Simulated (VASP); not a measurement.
# WS2 (C2/m) in VASP: single point with PBEsol+D3(BJ)

Aim: the single point of WS2 with PBEsol+D3(BJ).

Program: VASP 6.6.1. These are calculated values, not measurements. Logs are shortened: lines on timing, memory, paths and dates and some standing lists are left out, and cuts for length are marked.

### 1 The cell of the first run

It takes space group C2/m (No. 12, monoclinic). Conventional cell: a = 5.397 Å, b = 3.115 Å, c = 11.776 Å, α = 90.00°, β = 93.01°, γ = 90.00°. Within 3.2 Å of W (site symmetry m) lie 6 S at 2.33 to 2.45 Å and 6 W at 3.11 to 3.12 Å. S (site symmetry m) has 3 W at 2.36 to 2.45 Å and 10 S at 3.11 to 3.32 Å within 3.4 Å. S (site symmetry m) has 3 W at 2.33 to 2.42 Å and 10 S at 3.11 to 3.36 Å within 3.4 Å.

### 2 Single point, PBEsol+D3(BJ) (strain +0.0525 x Voigt [0, 0, 0, 1, 0, 0])

Input file INCAR:

```
SYSTEM = WS2
PREC = Accurate ; ENCUT = 520
EDIFF = 1E-6 ; ISMEAR = 0
SIGMA = 0.05 ; LREAL = .False.
LASPH = .True. ; NELM = 80
ALGO = Normal ; ISIF = 2
LWAVE = .False. ; LCHARG = .False.
GGA = PS ; IVDW = 12
NBANDS = 35
```

Input file KPOINTS:

```
regular mesh
0
Gamma
  12 12 4
  0 0 0
```

Input file POSCAR:

```
WS2
1.0
    3.1147273971      0.0000000000      0.0000000000
   -1.5573636985      2.6974330517      0.0708076176
    0.0000000000      0.3090214751     11.7722466704
W S
2 4
Direct
    0.3333333333      0.6666666667      0.2500000000
    0.6666666667      0.3333333333      0.7500000000
    0.3333333333      0.6666666667      0.6164531912
    0.6666666667      0.3333333333      0.1164531912
    0.3333333333      0.6666666667      0.8835468088
    0.6666666667      0.3333333333      0.3835468088
```

Potentials or basis: VASP PAW PBE potentials, release 64 (W_sv, S).

The run is started by

```
> cat potpaw_PBE.64/W_sv/POTCAR potpaw_PBE.64/S/POTCAR > POTCAR
> mpirun -np 1 vasp_std > vasp.out
```

OUTCAR:

```text
SYSTEM = WS2
   PREC = Accurate
   ENCUT = 520
   EDIFF = 1E-6
   ISMEAR = 0
   LREAL = .False.
   LASPH = .True.
   NELM = 80
   ISIF = 2
   GGA = PS
   IVDW = 12
 IVDW          = 12

 ion  position               nearest neighbor table
   1  0.333  0.667  0.250-   4 2.33   6 2.36   6 2.36   4 2.42   4 2.42   6 2.45
   2  0.667  0.333  0.750-   5 2.33   3 2.36   3 2.36   5 2.42   5 2.42   3 2.45
   3  0.333  0.667  0.616-   2 2.36   2 2.36   2 2.45
   4  0.667  0.333  0.116-   1 2.33   1 2.42   1 2.42
   5  0.333  0.667  0.884-   2 2.33   2 2.42   2 2.42
   6  0.667  0.333  0.384-   1 2.36   1 2.36   1 2.45

  LATTYP: Found a base centered monoclinic cell.
 ALAT       =     5.3967244833
 B/A-ratio  =     0.5771514567
 C/A-ratio  =     2.1821202686
 COS(beta)  =    -0.0524638491

  Lattice vectors:

 A1 = (  -1.5573636986,  -2.6974330517,  -0.0708076176)
 A2 = (   1.5573636985,  -2.6974330517,  -0.0708076176)
 A3 = (   0.0000000000,   0.3090214751,  11.7722466704)

Analysis of symmetry for initial positions (statically):
=====================================================================
 Subroutine PRICEL returns:
 Original cell was already a primitive cell.

 Routine SETGRP: Setting up the symmetry group for a
 base centered monoclinic supercell.

 Subroutine GETGRP returns: Found  4 space group operations
 (whereof  4 operations were pure point group operations)
 out of a pool of  4 trial point group operations.

The static configuration has the point symmetry C_2h.

Analysis of symmetry for dynamics (positions and initial velocities):
=====================================================================
 Subroutine PRICEL returns:
 Original cell was already a primitive cell.

 Routine SETGRP: Setting up the symmetry group for a
 base centered monoclinic supercell.

 Subroutine GETGRP returns: Found  4 space group operations
 (whereof  4 operations were pure point group operations)
 out of a pool of  4 trial point group operations.

The dynamic configuration has the point symmetry C_2h.

 Subroutine INISYM returns: Found  4 space group operations
 (whereof  4 operations are pure point group operations),
 and found     1 'primitive' translations

----------------------------------------------------------------------------------------

                                     Primitive cell

  volume of cell :      98.8395

  direct lattice vectors                    reciprocal lattice vectors
     3.114727397  0.000000000  0.000000000     0.321055384  0.185489226 -0.004869092
    -1.557363698  2.697433052  0.070807618     0.000000000  0.370978452 -0.009738184
     0.000000000  0.309021475 11.772246670     0.000000000 -0.002231358  0.085004126

  length of vectors
     3.114727397  3.115532134 11.776301879     0.370818716  0.371106244  0.085033407

  position of ions in fractional coordinates (direct lattice)
     0.333333333  0.666666667  0.250000000
     0.666666667  0.333333333  0.750000000
     0.333333333  0.666666667  0.616453191
     0.666666667  0.333333333  0.116453191
     0.333333333  0.666666667  0.883546809
     0.666666667  0.333333333  0.383546809

  ion indices of the primitive-cell ions
   primitive index   ion index
                 1           1
                 2           2
                 3           3
                 4           4
                 5           5
                 6           6

----------------------------------------------------------------------------------------

 KPOINTS: regular mesh

Automatic generation of k-mesh.
 Grid dimensions read from file:
 generate k-points for:   12   12    4

 Generating k-lattice:

  Cartesian coordinates                     Fractional coordinates (reciprocal lattice)
     0.026754615  0.015457435 -0.000405758     0.083333333 -0.000000000  0.000000000
     0.000000000  0.030914871 -0.000811515     0.000000000  0.083333333  0.000000000
     0.000000000 -0.000557840  0.021251031     0.000000000  0.000000000  0.250000000

  Length of vectors
     0.030901560  0.030925520  0.021258352

  Shift w.r.t. Gamma in fractional coordinates (k-lattice)
     0.000000000  0.000000000  0.000000000

 Subroutine IBZKPT returns following result:
 ===========================================

 Found    164 irreducible k-points:

 Following reciprocal coordinates:
            Coordinates               Weight
  0.000000  0.000000  0.000000      1.000000
  0.083333 -0.000000  0.000000      4.000000
  0.166667  0.000000  0.000000      4.000000
  0.250000 -0.000000 -0.000000      4.000000
  0.333333 -0.000000  0.000000      4.000000
  0.416667  0.000000  0.000000      4.000000
[... 16 lines left out ...]
  0.333333  0.166667  0.000000      4.000000
  0.416667  0.166667  0.000000      4.000000
 [... further k-points ...]
   k-points           NKPTS =    164   k-points in BZ     NKDIM =    164   number of bands    NBANDS=     35
   number of dos      NEDOS =    301   number of ions     NIONS =      6
   total plane-waves  NPLWV =  51840
   dimension x,y,z NGX =    24 NGY =   24 NGZ =   90
   dimension x,y,z NGXF=    48 NGYF=   48 NGZF=  180
   ions per type =               2   4
   NGX,Y,Z   is equivalent  to a cutoff of  12.81, 12.81, 12.71 a.u.
   NGXF,Y,Z  is equivalent  to a cutoff of  25.62, 25.61, 25.41 a.u.
 SYSTEM =  WS2
   PREC   = accura    normal or accurate (medium, high low for compatibility)
   ISTART =      0    job   : 0-new  1-cont  2-samecut
   ICHARG =      2    charge: 1-file 2-atom 10-const
   ISPIN  =      1    spin polarized calculation?
   LNONCOLLINEAR =      F non collinear calculations
   LSORBIT =      F    spin-orbit coupling
   LASPH  =      T    aspherical Exc in radial PAW
   ENCUT  =  520.0 eV  38.22 Ry    6.18 a.u.   5.79  5.79 21.90*2*pi/ulx,y,z
   NELM   =     80;   NELMIN=  2; NELMDL= -5     # of ELM steps
   EDIFF  = 0.1E-05   stopping-criterion for ELM
   LREAL  =      F    real-space projection
   EDIFFG = 0.1E-04   stopping-criterion for IOM
   NSW    =      0    number of steps for IOM
   IBRION =     -1    ionic relax: 0-MD 1-quasi-New 2-CG
   NFREE  =      0    steps in history (QN), initial steepest desc. (CG)
   ISIF   =      2    stress and relaxation
   ISYM   =      2    0-nonsym 1-usesym 2-fastsym
   POTIM  = 0.5000    time-step for ionic-motion
   TEBEG  =    0.0;   TEEND  =   0.0 temperature during run
   PSTRESS=    0.0 pullay stress
   NELECT =      52.0000    total number of electrons
   NUPDOWN=      -1.0000    fix difference up-down
   EMIN   =  10.00;   EMAX   =-10.00  energy-range for DOS
   EFERMI =   0.00;   METHOD = LEGACY
   ISMEAR =     0;   SIGMA  =   0.05  broadening in eV -4-tet -1-fermi 0-gaus
   EFERMI_NEDOS =   21; number of points for ismear=-14 and -15
   IALGO  =     38    algorithm
   IMIX   =      4    mixing-type and parameters
     AMIX     =   0.40;   BMIX     =  1.00
     AMIX_MAG =   1.60;   BMIX_MAG =  1.00
  volume/ion in A,a.u.               =      16.47       111.17
  Fermi-wavevector in a.u.,A,eV,Ry     =   1.321597  2.497456 23.764189  1.746619
  Thomas-Fermi vector in A             =   2.451339
   LORBIT       =      0    0 simple, 1 ext, 2 COOP (PROOUT), +10 PAW based schemes
   GGA     = PS    functional components
   LHFCALC =     F    Hartree Fock is set to
   AEXX    =    0.0000 exact exchange contribution
   IVDW    =    12    specifies the selected vdW correction
   LEPSILON=     F    determine dielectric tensor
   LRPA    =     F    only Hartree local field effects (RPA)
 non-spin polarized calculation
 Gauss-broadening in eV      SIGMA  =   0.05
  energy-cutoff  :      520.00
  volume of cell :       98.84
 maximum number of plane-waves:      2683
   NGX = 11   NGY = 11   NGZ = 43

 number of electron      52.0000002 magnetization

 Free energy of the ion-electron system (eV)
  ---------------------------------------------------
  ext. energy  EPLUGINS =         0.00000000
  ---------------------------------------------------
  free energy    TOTEN  =       -50.29094623 eV

  energy without entropy =      -50.29094623  energy(sigma->0) =      -50.29094623

 E-fermi :   8.9337     XC(G=0): -11.5869

 val. band max:        8.4975642128   @ k =   0.0000   0.0000   0.0000
 cond. band min:       9.1572628406   @ k =   0.1667   0.1667  -0.0000
 fundamental gap:      0.6596986277
 Fermi energy:         8.9336939224

 k-point     1 :       0.0000    0.0000    0.0000
  band No.  band energies     occupation
      1     -66.1615      2.00000
      2     -66.1615      2.00000
      3     -30.4731      2.00000
      4     -30.4730      2.00000
      5     -30.2452      2.00000
      6     -30.2452      2.00000
[... 27 lines left out ...]
     34      11.1154      0.00000
     35      13.3565      0.00000

 k-point     2 :       0.0833   -0.0000    0.0000
  band No.  band energies     occupation
      1     -66.1599      2.00000
      2     -66.1599      2.00000
      3     -30.4678      2.00000
      4     -30.4677      2.00000
      5     -30.2726      2.00000
      6     -30.2726      2.00000
[... 27 lines left out ...]
     34      11.1058      0.00000
     35      13.9168      0.00000

 k-point     3 :       0.1667    0.0000    0.0000
  band No.  band energies     occupation
      1     -66.1557      2.00000
      2     -66.1557      2.00000
      3     -30.4533      2.00000
      4     -30.4532      2.00000
      5     -30.3515      2.00000
      6     -30.3515      2.00000
[... 27 lines left out ...]
     34      11.5522      0.00000
     35      15.0524      0.00000
[... 723 lines left out ...]
 k-point    23 :       0.3333    0.1667    0.0000
  band No.  band energies     occupation
      1     -66.1384      2.00000
      2     -66.1384      2.00000
      3     -30.6123      2.00000
      4     -30.6123      2.00000
      5     -30.3999      2.00000
      6     -30.3999      2.00000
[... 27 lines left out ...]
     34      13.3866      0.00000
     35      13.6643      0.00000

 k-point    24 :       0.4167    0.1667    0.0000
  band No.  band energies     occupation
      1     -66.1371      2.00000
      2     -66.1371      2.00000
      3     -30.6303      2.00000
      4     -30.6303      2.00000
      5     -30.4106      2.00000
      6     -30.4106      2.00000
[... 27 lines left out ...]
     34      13.3189      0.00000
     35      13.5960      0.00000

 [... further k-points ...]

------------------------ aborting loop because EDIFF is reached ----------------------------------------

 Edisp (eV)   -2.49923

 E8    (eV) :    -1.6218

  FORCE on cell =-STRESS in cart. coord.  units (eV):
  Direction    XX          YY          ZZ          XY          YZ          ZX
  --------------------------------------------------------------------------------------
  -------------------------------------------------------------------------------------
  Total       0.32382     0.58549     0.66181     0.00000    -5.89669    -0.00000
  in kB       5.24915     9.49078    10.72790     0.00000   -95.58461    -0.00000
  external pressure =        8.49 kB  Pullay stress =        0.00 kB

 VOLUME and BASIS-vectors are now :
 -----------------------------------------------------------------------------
  energy-cutoff  :      520.00
  volume of cell :       98.84
      direct lattice vectors                 reciprocal lattice vectors
     3.114727397  0.000000000  0.000000000     0.321055384  0.185489226 -0.004869092
    -1.557363698  2.697433052  0.070807618     0.000000000  0.370978452 -0.009738184
     0.000000000  0.309021475 11.772246670     0.000000000 -0.002231358  0.085004126

 POSITION                                       TOTAL-FORCE (eV/Angst)
 -----------------------------------------------------------------------------------
     -0.00000      1.87554      2.99027        -0.000000     -0.115777      0.006635
      1.55736      1.13091      8.85279         0.000000      0.115777     -0.006635
     -0.00000      1.98879      7.30424         0.000000      0.761369     -0.102825
      1.55736      0.93513      1.39452         0.000000      0.894103     -0.111106
     -0.00000      2.07132     10.44854        -0.000000     -0.894103      0.111106
      1.55736      1.01767      4.53881        -0.000000     -0.761369      0.102825
 -----------------------------------------------------------------------------------
    total drift:                               -0.000000      0.000000     -0.000000

  FREE ENERGIE OF THE ION-ELECTRON SYSTEM (eV)
  ---------------------------------------------------
  free  energy   TOTEN  =       -52.7901755785 eV

  energy  without entropy=      -52.7901755785  energy(sigma->0) =      -52.79017558
```

It took 7 min on 1 thread of Intel Xeon Platinum 8488C (Sapphire Rapids), shared host; peak memory 0.54 GiB.

Results:

```yaml
Free_energy: -52.7902 eV
Pressure: 0.8 GPa
Largest_force: 0.901 eV/Å
Band_gap_on_the_k_mesh: 0.66 eV (least direct gap 1.89 eV)
Dispersion_energy_per_atom: -0.417 eV
```

Forces on the atoms (eV/Å):
```
W    0.000 -0.116  0.007
W    0.000  0.116 -0.007
S    0.000  0.761 -0.103
S    0.000  0.894 -0.111
S    0.000 -0.894  0.111
S    0.000 -0.761  0.103
```

Levels at points of the mesh, in eV from the valence-band top:
```
           k point  band 23  band 24  band 25  band 26  band 27  band 28  band 29  band 30
(0.00, 0.00, 0.00)    -2.30    -1.53    -1.26     0.00     1.97     2.00     2.13     2.17
(0.50, 0.00, 0.00)    -2.15    -2.01    -1.79    -1.68     2.28     2.35     2.41     2.87
(0.00, 0.50, 0.00)    -2.16    -2.01    -1.78    -1.62     2.29     2.36     2.41     2.82
(0.00, 0.00, 0.50)    -2.34    -2.34    -0.31    -0.31     1.97     2.00     2.16     2.20
(0.50, 0.00, 0.50)    -1.99    -1.96    -1.89    -1.73     2.30     2.31     2.69     2.73
(0.00, 0.50, 0.50)    -1.99    -1.98    -1.95    -1.63     2.31     2.32     2.67     2.76
```

Caveat: the cell differs from its parent crystal (strain +0.0525 x Voigt [0, 0, 0, 1, 0, 0]); the PAW data sets were made with another functional, which shifts forces and pressure a little; spin-orbit coupling is left out, which moves the levels of the heavy elements.
